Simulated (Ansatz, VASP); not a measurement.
# K in VASP and in Ansatz

The input INCAR:

```
SYSTEM = K
PREC = Accurate ; ENCUT = 520
EDIFF = 1E-6 ; ISMEAR = 0
SIGMA = 0.15 ; LREAL = .FALSE.
LASPH = .TRUE. ; NELM = 60
ALGO = Fast ; ISIF = 2
LWAVE = .FALSE. ; LCHARG = .TRUE.
GGA = PE ; LELF = .TRUE.
LVHAR = .TRUE. ; NBANDS = 10
```

KPOINTS

```
Automatic mesh
0
G
  14 14 14
  0 0 0
```

File POSCAR:

```
K
1.0
   -2.5361333235      2.5361333235      2.7897466559
    2.5361333235     -2.5361333235      2.7897466559
    2.5361333235      2.5361333235     -2.7897466559
K
1
Direct
    0.0000000000      0.0000000000      0.0000000000
```

Input for Ansatz:

```yaml
crystal:
  lattice:
    - [-2.5361333235, 2.5361333235, 2.7897466559]
    - [2.5361333235, -2.5361333235, 2.7897466559]
    - [2.5361333235, 2.5361333235, -2.7897466559]
  atoms:
    - { symbol: K, position: [0.0, 0.0, 0.0] }
basis:
  ecutwfc: 420
kpoints:
  mp_grid: { grid: [14, 14, 14] }
hamiltonian:
  xc: pbe
scf:
  occupations: { method: gaussian, width: 0.15 }
output:
  forces: true
  stress: true
  eigenvalues: true
```

Alike in both runs: task single point; functional PBE; k mesh 14 × 14 × 14; occupations gaussian, width 0.15 eV; no spin polarisation.

```csv
,VASP,Ansatz
version,VASP 6.6.1,Ansatz 0.2.0
potentials or method,"VASP PAW PBE potentials, release 64 (K_sv), cutoff 520 eV","scalar-relativistic, plane waves, PAW"
valence electrons in the cell,9,9
```

|  | VASP | Ansatz | Ansatz less VASP |
| --- | --- | --- | --- |
| gap on the k mesh at the Fermi level (eV) | none | none | - |
| pressure (GPa) | 0.1 | 0.1 | 0.00 |

A gap of «none» marks a metal or a gap that the smearing closes. With one functional, cell and mesh, what is left measures potentials, basis and numerics.
